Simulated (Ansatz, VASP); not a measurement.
# Two plane-wave programs on AlFe3C

```xyz
5
Lattice="3.8396 0.0000 0.0000 0.0000 3.8396 0.0000 0.0000 0.0000 3.8396" Properties=species:S:1:pos:R:3 pbc="T T T"
Al    0.0000    0.0000    0.0000
Fe    0.0000    1.9198    1.9198
Fe    1.9198    1.9198    0.0000
Fe    1.9198    0.0000    1.9198
C     1.9198    1.9198    1.9198
```

Alike in both runs: task single point; functional LDA; k mesh 6 × 6 × 6; occupations fermi-dirac, width 0.1 eV; collinear spin.

|  | VASP | Ansatz |
| --- | --- | --- |
| version | VASP 6.6.1 | Ansatz 0.2.0 |
| potentials or method | VASP PAW LDA potentials, release 64 (Al, Fe, C), cutoff 520 eV | plane waves, PAW |
| valence electrons in the cell | 31 | 55 |

|  | VASP | Ansatz | Ansatz less VASP |
| --- | --- | --- | --- |
| net moment per atom (μB) | 0.55 | 0.59 | +0.042 |
| size of the moment on the site where the two differ most (μB) | 0.04 | 0.07 | +0.036 |

LDA's correlation is that of Perdew and Zunger in VASP and of Perdew and Wang (1992) in Ansatz. Site moments also hang on the region over which each program counts them. VASP's potentials hold 31 valence electrons a cell and Ansatz's 55, so a difference there can come from the potentials and not from the codes. Ansatz's warnings: given moment on shells.
